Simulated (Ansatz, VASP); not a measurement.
## Pt: VASP beside Ansatz

Contents of INCAR:

```
  PREC = Accurate
  ENCUT = 520
  EDIFF = 1E-6
  ISMEAR = 0
  SIGMA = 0.15
  LREAL = False
  LASPH = True
  NELM = 80
  ALGO = Fast
  ISIF = 2
  LWAVE = False
  LCHARG = True
  GGA = PE
  LELF = True
  LVHAR = True
  NBANDS = 11
```

File KPOINTS:

```
regular mesh
0
Gamma
  22 22 22
```

Contents of POSCAR:

```
Pt
1.0
   -1.4574824000      1.4574824000      1.5208512000
    1.4574824000     -1.4574824000      1.5208512000
    1.4574824000      1.4574824000     -1.5208512000
Pt
1
Direct
    0.0000000000      0.0000000000      0.0000000000
```

Input for Ansatz:

```yaml
crystal:
  lattice:
    - [-1.4574824, 1.4574824, 1.5208512]
    - [1.4574824, -1.4574824, 1.5208512]
    - [1.4574824, 1.4574824, -1.5208512]
  atoms:
    - { symbol: Pt, position: [0.0, 0.0, 0.0] }
basis:
  ecutwfc: 420
kpoints:
  mp_grid: { grid: [22, 22, 22] }
hamiltonian:
  xc: pbe
scf:
  occupations: { method: gaussian, width: 0.15 }
output:
  forces: true
  stress: true
  eigenvalues: true
```

Change from the starting cell: strain -0.080 along x and y, -0.040 along z, atoms carried along.

Alike in both runs: task single point; functional PBE; k mesh 22 × 22 × 22; occupations gaussian, width 0.15 eV; no spin polarisation.

|  | VASP | Ansatz |
| --- | --- | --- |
| version | VASP 6.6.1 | Ansatz 0.2.0 |
| potentials or method | VASP PAW PBE potentials, release 64 (Pt), cutoff 520 eV | scalar-relativistic, plane waves, PAW |
| valence electrons in the cell | 10 | 18 |

|  | VASP | Ansatz | Ansatz less VASP |
| --- | --- | --- | --- |
| gap on the k mesh at the Fermi level (eV) | none | none | - |
| pressure (GPa) | 82.7 | 83.0 | +0.33 |
| traceless stress, the component that is largest in VASP (GPa) | 4.19 | 4.18 | -0.018 |

A gap of «none» marks a metal or a gap that the smearing closes. Both programs put the cell under a high pressure, so it lies far from rest at this level. VASP's potentials hold 10 valence electrons a cell and Ansatz's 18, so a difference there can come from the potentials and not from the codes.

Neither program's run includes spin-orbit coupling. Noted on VASP's run: the cell as given lies far from equilibrium.
